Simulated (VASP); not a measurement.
A run of VASP 6.6.1 is set up as follows.

INCAR

```
PREC = Accurate
ENCUT = 520
EDIFF = 1E-6
ISMEAR = -1
SIGMA = 0.05
LREAL = False
LASPH = True
NELM = 100
ALGO = Normal
ISIF = 2
LWAVE = False
LCHARG = False
NBANDS = 11
```

The input KPOINTS:

```
Automatic mesh
0
Gamma
  13 13 13
```

POSCAR

```
C
1.0
    0.0000000000      1.7951807415      1.7951807415
    1.7951807415      0.0000000000      1.7951807415
    1.7951807415      1.7951807415      0.0000000000
C
2
Direct
    0.7500000000      0.7500000000      0.7500000000
    0.5000000000      0.5000000000      0.5000000000
```

Potentials or basis: VASP PAW LDA potentials, release 64 (C).

Run with:

```sh
$ cat potpaw_LDA.64/C/POTCAR > POTCAR
$ mpirun -np 1 vasp_std > vasp.out
```

Q: What does it give for the pressure?

A: -19.7 GPa.

Q: What does it give for the band gap on the k mesh?

A: 4.06 eV, indirect (least direct gap 5.49 eV).

A k mesh can miss the band edges. As with any semilocal functional, this LDA gap is likely too small.
